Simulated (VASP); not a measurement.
# TiAu2O2 (Immm) in VASP: single point with PBEsol

Aim: the single point of TiAu2O2 with PBEsol.

Everything below comes from runs of VASP 6.6.1. Logs are shortened: lines on timing, memory, paths and dates and some standing lists are left out, and cuts for length are marked.

**1. The cell of the first run**

The structure is orthorhombic, space group Immm (No. 71). The conventional cell has a = 2.934 Å, b = 4.443 Å, c = 9.654 Å, α = 90.00°, β = 90.00°, γ = 90.00°. Ti (site symmetry mmm) has 4 O at 1.98 Å within 2.6 Å. O (site symmetry mm2) has 2 Ti at 1.98 Å and 4 Au at 2.22 to 2.58 Å within 2.6 Å. Within 2.9 Å of Au (site symmetry mm2) lie 4 O at 2.22 to 2.58 Å and 1 Au at 2.75 Å.

**2. Single point, PBEsol**

INCAR

```
PREC = Accurate ; ENCUT = 520
EDIFF = 1E-6 ; ISMEAR = -1
SIGMA = 0.1 ; LREAL = F
LASPH = T ; NELM = 60
ALGO = Normal ; ISIF = 2
LWAVE = F ; LCHARG = F
GGA = PS ; NBANDS = 31
```

KPOINTS

```
regular mesh
0
Gamma
  8 8 8
```

POSCAR

```
TiAu2O2
1.0
    0.0000000000      2.9340887200      0.0000000000
    4.4432524600      0.0000000000      0.0000000000
    2.2216257400      1.4670443600     -4.8271857000
Ti O Au
1 2 2
Direct
    0.0000000000      0.0000000000      0.0000000000
    0.3627000000      0.8627000000      0.2746000000
    0.6373000000      0.1373000000      0.7254000000
    0.3575800000      0.3575800000      0.2848400000
    0.6424200000      0.6424200000      0.7151600000
```

Potentials or basis: VASP PAW PBE potentials, release 64 (Ti_sv, O, Au).

Command:

```console
cat potpaw_PBE.64/Ti_sv/POTCAR potpaw_PBE.64/O/POTCAR potpaw_PBE.64/Au/POTCAR > POTCAR
mpirun -np 1 vasp_std > vasp.out
```

OUTCAR:

```text
PREC = Accurate
   ENCUT = 520
   EDIFF = 1E-6
   ISMEAR = -1
   LREAL = F
   LASPH = T
   NELM = 60
   ISIF = 2
   GGA = PS

 ion  position               nearest neighbor table
   1  0.000  0.000  0.000-   2 1.98   3 1.98   3 1.98   2 1.98   4 3.00   5 3.00   5 3.00   4 3.00
                             4 3.00   5 3.00   5 3.00   4 3.00
   2  0.363  0.863  0.275-   1 1.98   1 1.98   4 2.22   4 2.22   5 2.58   5 2.58
   3  0.637  0.137  0.725-   1 1.98   1 1.98   5 2.22   5 2.22   4 2.58   4 2.58
   4  0.358  0.358  0.285-   2 2.22   2 2.22   3 2.58   3 2.58   5 2.75   1 3.00   1 3.00   1 3.00
                             1 3.00   5 3.38   5 3.38   5 3.38   5 3.38
   5  0.642  0.642  0.715-   3 2.22   3 2.22   2 2.58   2 2.58   4 2.75   1 3.00   1 3.00   1 3.00
                             1 3.00   4 3.38   4 3.38   4 3.38   4 3.38

  LATTYP: Found a body centered orthorhombic cell.
 ALAT       =     2.9340887200
 B/A-ratio  =     1.5143551828
 C/A-ratio  =     3.2904156354

  Lattice vectors:

 A1 = (   2.2216267200,   1.4670443600,   4.8271857000)
 A2 = (  -2.2216257400,  -1.4670443600,   4.8271857000)
 A3 = (   2.2216257400,  -1.4670443600,  -4.8271857000)

Analysis of symmetry for initial positions (statically):
=====================================================================
 Subroutine PRICEL returns:
 Original cell was already a primitive cell.

 Routine SETGRP: Setting up the symmetry group for a
 body centered orthorhombic supercell.

 Subroutine GETGRP returns: Found  8 space group operations
 (whereof  8 operations were pure point group operations)
 out of a pool of  8 trial point group operations.

The static configuration has the point symmetry D_2h.

Analysis of symmetry for dynamics (positions and initial velocities):
=====================================================================
 Subroutine PRICEL returns:
 Original cell was already a primitive cell.

 Routine SETGRP: Setting up the symmetry group for a
 body centered orthorhombic supercell.

 Subroutine GETGRP returns: Found  8 space group operations
 (whereof  8 operations were pure point group operations)
 out of a pool of  8 trial point group operations.

The dynamic configuration has the point symmetry D_2h.

 Subroutine INISYM returns: Found  8 space group operations
 (whereof  8 operations are pure point group operations),
 and found     1 'primitive' translations

----------------------------------------------------------------------------------------

                                     Primitive cell

  volume of cell :      62.9315

  direct lattice vectors                    reciprocal lattice vectors
     0.000000000  2.934088720  0.000000000     0.000000000  0.340821323  0.103580022
     4.443252460  0.000000000  0.000000000     0.225060360  0.000000000  0.103579999
     2.221625740  1.467044360 -4.827185700     0.000000000  0.000000000 -0.207160044

  length of vectors
     2.934088720  4.443252460  5.512672842     0.356213413  0.247751856  0.207160044

  position of ions in fractional coordinates (direct lattice)
     0.000000000  0.000000000  0.000000000
     0.362700000  0.862700000  0.274600000
     0.637300000  0.137300000  0.725400000
     0.357580000  0.357580000  0.284840000
     0.642420000  0.642420000  0.715160000

  ion indices of the primitive-cell ions
   primitive index   ion index
                 1           1
                 2           2
                 3           3
                 4           4
                 5           5

----------------------------------------------------------------------------------------

 KPOINTS: regular mesh

Automatic generation of k-mesh.
 Grid dimensions read from file:
 generate k-points for:    8    8    8

 Generating k-lattice:

  Cartesian coordinates                     Fractional coordinates (reciprocal lattice)
     0.000000000  0.042602665  0.012947503     0.125000000  0.000000000 -0.000000000
     0.028132545  0.000000000  0.012947500     0.000000000  0.125000000  0.000000000
     0.000000000  0.000000000 -0.025895005     0.000000000  0.000000000  0.125000000

  Length of vectors
     0.044526677  0.030968982  0.025895005

  Shift w.r.t. Gamma in fractional coordinates (k-lattice)
     0.000000000  0.000000000  0.000000000

 Subroutine IBZKPT returns following result:
 ===========================================

 Found     95 irreducible k-points:

 Following reciprocal coordinates:
            Coordinates               Weight
  0.000000  0.000000  0.000000      1.000000
  0.125000  0.000000 -0.000000      4.000000
  0.250000  0.000000 -0.000000      4.000000
  0.375000  0.000000 -0.000000      4.000000
  0.500000  0.000000 -0.000000      2.000000
  0.000000  0.125000  0.000000      4.000000
[... 16 lines left out ...]
  0.125000  0.375000  0.000000      8.000000
  0.250000  0.375000  0.000000      8.000000
 [... further k-points ...]
   k-points           NKPTS =     95   k-points in BZ     NKDIM =     95   number of bands    NBANDS=     31
   number of dos      NEDOS =    301   number of ions     NIONS =      5
   total plane-waves  NPLWV =  36288
   dimension x,y,z NGX =    24 NGY =   36 NGZ =   42
   dimension x,y,z NGXF=    48 NGYF=   72 NGZF=   84
   ions per type =               1   2   2
   NGX,Y,Z   is equivalent  to a cutoff of  13.60, 13.47, 12.67 a.u.
   NGXF,Y,Z  is equivalent  to a cutoff of  27.20, 26.94, 25.33 a.u.
 SYSTEM =  unknown system
   PREC   = accura    normal or accurate (medium, high low for compatibility)
   ISTART =      0    job   : 0-new  1-cont  2-samecut
   ICHARG =      2    charge: 1-file 2-atom 10-const
   ISPIN  =      1    spin polarized calculation?
   LNONCOLLINEAR =      F non collinear calculations
   LSORBIT =      F    spin-orbit coupling
   LASPH  =      T    aspherical Exc in radial PAW
   ENCUT  =  520.0 eV  38.22 Ry    6.18 a.u.   5.46  8.26 10.25*2*pi/ulx,y,z
   NELM   =     60;   NELMIN=  2; NELMDL= -5     # of ELM steps
   EDIFF  = 0.1E-05   stopping-criterion for ELM
   LREAL  =      F    real-space projection
   EDIFFG = 0.1E-04   stopping-criterion for IOM
   NSW    =      0    number of steps for IOM
   IBRION =     -1    ionic relax: 0-MD 1-quasi-New 2-CG
   NFREE  =      0    steps in history (QN), initial steepest desc. (CG)
   ISIF   =      2    stress and relaxation
   ISYM   =      2    0-nonsym 1-usesym 2-fastsym
   POTIM  = 0.5000    time-step for ionic-motion
   TEBEG  =    0.0;   TEEND  =   0.0 temperature during run
   PSTRESS=    0.0 pullay stress
   NELECT =      46.0000    total number of electrons
   NUPDOWN=      -1.0000    fix difference up-down
   EMIN   =  10.00;   EMAX   =-10.00  energy-range for DOS
   EFERMI =   0.00;   METHOD = LEGACY
   ISMEAR =    -1;   SIGMA  =   0.10  broadening in eV -4-tet -1-fermi 0-gaus
   EFERMI_NEDOS =   21; number of points for ismear=-14 and -15
   IALGO  =     38    algorithm
   IMIX   =      4    mixing-type and parameters
     AMIX     =   0.40;   BMIX     =  1.00
     AMIX_MAG =   1.60;   BMIX_MAG =  1.00
  volume/ion in A,a.u.               =      12.59        84.94
  Fermi-wavevector in a.u.,A,eV,Ry     =   1.474703  2.786785 29.589274  2.174750
  Thomas-Fermi vector in A             =   2.589442
   LORBIT       =      0    0 simple, 1 ext, 2 COOP (PROOUT), +10 PAW based schemes
   GGA     = PS    functional components
   LHFCALC =     F    Hartree Fock is set to
   AEXX    =    0.0000 exact exchange contribution
   IVDW    =     0    specifies the selected vdW correction
   LEPSILON=     F    determine dielectric tensor
   LRPA    =     F    only Hartree local field effects (RPA)
 non-spin polarized calculation
  energy-cutoff  :      520.00
  volume of cell :       62.93
 maximum number of plane-waves:      1717
 NGX is ok and might be reduce to    24
   NGX = 11   NGY = 17   NGZ = 21

 number of electron      45.9999994 magnetization

 Free energy of the ion-electron system (eV)
  ---------------------------------------------------
  ext. energy  EPLUGINS =         0.00000000
  ---------------------------------------------------
  free energy    TOTEN  =       -31.01315940 eV

  energy without entropy =      -30.94161898  energy(sigma->0) =      -30.97738919

 E-fermi :   9.2899     XC(G=0): -12.6216

 val. band max:        9.2869501643   @ k =  -0.1250   0.0000   0.1250
 cond. band min:       9.3181749316   @ k =   0.0000   0.0000   0.1250
 fundamental gap:      0.0312247673
 Fermi energy:         9.2899419400

 k-point     1 :       0.0000    0.0000    0.0000
  band No.  band energies     occupation
      1     -48.9469      2.00000
      2     -25.4063      2.00000
      3     -25.2629      2.00000
      4     -25.1963      2.00000
      5     -11.4924      2.00000
      6     -10.3835      2.00000
[... 23 lines left out ...]
     30      14.9169      0.00000
     31      15.6478      0.00000

 k-point     2 :       0.1250    0.0000   -0.0000
  band No.  band energies     occupation
      1     -48.9399      2.00000
      2     -25.3871      2.00000
      3     -25.3413      2.00000
      4     -25.1902      2.00000
      5     -11.3449      2.00000
      6     -10.4590      2.00000
[... 23 lines left out ...]
     30      14.9484      0.00000
     31      15.9105      0.00000

 k-point     3 :       0.2500    0.0000   -0.0000
  band No.  band energies     occupation
      1     -48.9231      2.00000
      2     -25.5262      2.00000
      3     -25.3402      2.00000
      4     -25.1756      2.00000
      5     -10.9851      2.00000
      6     -10.6372      2.00000
[... 23 lines left out ...]
     30      15.3691      0.00000
     31      16.6390      0.00000

 k-point     4 :       0.3750    0.0000   -0.0000
  band No.  band energies     occupation
      1     -48.9062      2.00000
      2     -25.7053      2.00000
      3     -25.2925      2.00000
      4     -25.1609      2.00000
      5     -10.8364      2.00000
      6     -10.5892      2.00000
[... 23 lines left out ...]
     30      14.7144      0.00000
     31      15.4568      0.00000

 k-point     5 :       0.5000    0.0000   -0.0000
  band No.  band energies     occupation
      1     -48.8992      2.00000
      2     -25.7779      2.00000
      3     -25.2726      2.00000
      4     -25.1547      2.00000
      5     -10.9057      2.00000
      6     -10.4332      2.00000
[... 23 lines left out ...]
     30      13.2891      0.00000
     31      13.9582      0.00000
[... 542 lines left out ...]
     30      13.3742      0.00000
     31      15.8327      0.00000

 k-point    22 :       0.0000    0.3750    0.0000
  band No.  band energies     occupation
      1     -48.9467      2.00000
      2     -25.4048      2.00000
      3     -25.2631      2.00000
      4     -25.2002      2.00000
      5     -11.2206      2.00000
      6     -10.2949      2.00000
[... 23 lines left out ...]
     30      13.1993      0.00000
     31      14.6538      0.00000

 k-point    23 :       0.1250    0.3750    0.0000
  band No.  band energies     occupation
      1     -48.9398      2.00000
      2     -25.3859      2.00000
      3     -25.3411      2.00000
      4     -25.1938      2.00000
      5     -11.0697      2.00000
      6     -10.3725      2.00000
[... 23 lines left out ...]
     30      14.1798      0.00000
     31      15.0686      0.00000

 k-point    24 :       0.2500    0.3750    0.0000
  band No.  band energies     occupation
      1     -48.9230      2.00000
      2     -25.5251      2.00000
      3     -25.3397      2.00000
      4     -25.1784      2.00000
      5     -10.7281      2.00000
      6     -10.5287      2.00000
[... 23 lines left out ...]
     30      14.9309      0.00000
     31      15.6774      0.00000

 [... further k-points ...]
[... 5 lines left out ...]
  --------------------------------------------------------------------------------------
  -------------------------------------------------------------------------------------
  Total        7.8638104      0.1387567      5.2841198      0.0000000      0.0000000      0.0000005
  in kB      200.2052116      3.5326148    134.5287160      0.0000000      0.0000000      0.0000137
  external PRESSURE =     112.7555141 kB  Pullay stress =       0.0000000 kB

 VOLUME and BASIS-vectors are now :
 -----------------------------------------------------------------------------
  energy-cutoff  :      520.00
  volume of cell :       62.93
      direct lattice vectors                 reciprocal lattice vectors
     0.000000000  2.934088720  0.000000000     0.000000000  0.340821323  0.103580022
     4.443252460  0.000000000  0.000000000     0.225060360  0.000000000  0.103579999
     2.221625740  1.467044360 -4.827185700     0.000000000  0.000000000 -0.207160044

 POSITION                                       TOTAL-FORCE (eV/Angst)
 -----------------------------------------------------------------------------------
      0.00000      0.00000      0.00000        -0.000000     -0.000000      0.000000
      4.44325      1.46704     -1.32555         0.000000     -0.000000      0.933716
      2.22163      2.93409     -3.50164        -0.000000      0.000000     -0.933716
      2.22163      1.46704     -1.37498         0.000000     -0.000000      0.949504
      4.44325      2.93409     -3.45221        -0.000000      0.000000     -0.949504
 -----------------------------------------------------------------------------------
    total drift:                               -0.000000      0.000000      0.000000

  FREE ENERGIE OF THE ION-ELECTRON SYSTEM (eV)
  ---------------------------------------------------
  free  energy   TOTEN  =       -31.0131593966 eV

  energy  without entropy=      -30.9416189786  energy(sigma->0) =      -30.97738919
```

It took 76 s on 1 thread of Intel Xeon Platinum 8481C at 2.70GHz (Sapphire Rapids), shared host; peak memory 0.31 GiB.

What came out:

```yaml
Free_energy: -31.0132 eV
Pressure: 11.3 GPa
Largest_force: 0.950 eV/Å
Band_gap_on_the_k_mesh: zero (band 23 reaches 9.55 eV, above the bottom of band 24 at 8.77 eV)
```

Forces on the atoms (eV/Å):
```
Ti   0.000  0.000  0.000
O    0.000  0.000  0.934
O    0.000  0.000 -0.934
Au   0.000  0.000  0.950
Au   0.000  0.000 -0.950
```

Stress tensor (GPa, compression positive):
```
20.02  0.00  0.00
 0.00  0.35  0.00
 0.00  0.00 13.45
```

Caveat: the PAW data sets were made with another functional, which shifts forces and pressure a little; spin-orbit coupling is left out, which moves the levels of the heavy elements.
